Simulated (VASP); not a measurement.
PtSe2:

```xyz
3
Lattice="3.7287 0.0000 0.0000 -1.8643 3.2291 0.0000 0.0000 0.0000 5.2772" Properties=species:S:1:pos:R:3 pbc="T T T"
Pt    0.0000    0.0000    0.0000
Se    0.0000    2.1527    1.2993
Se    1.8643    1.0764    3.9778
```

Base run:

* Program: VASP 6.6.1
* Functional: r2SCAN
* Potentials or basis: VASP PAW PBE potentials, release 64 (Pt, Se)
* Cutoff: 520 eV
* k mesh: 12 × 12 × 6
* Occupations: fermi-dirac, width 0.02 eV
* Spin: no spin polarisation

Its results: band gap on the k mesh zero (bands 11 and 12 overlap by 0.05 eV); pressure 1.4 GPa; largest force 0.019 eV/Å.

Question: The run is repeated on the same cell with these changes: functional from r2SCAN to PBE. What comes out?

Answer: Band gap on the k mesh zero (bands 11 and 12 overlap by 0.16 eV); pressure 3.8 GPa; largest force 0.173 eV/Å.

Caveats: spin-orbit coupling is left out, which moves the levels of the heavy elements; the PAW data sets were made with another functional, which shifts forces and pressure a little (at least some runs); the cell stands under pressure (at least some runs).
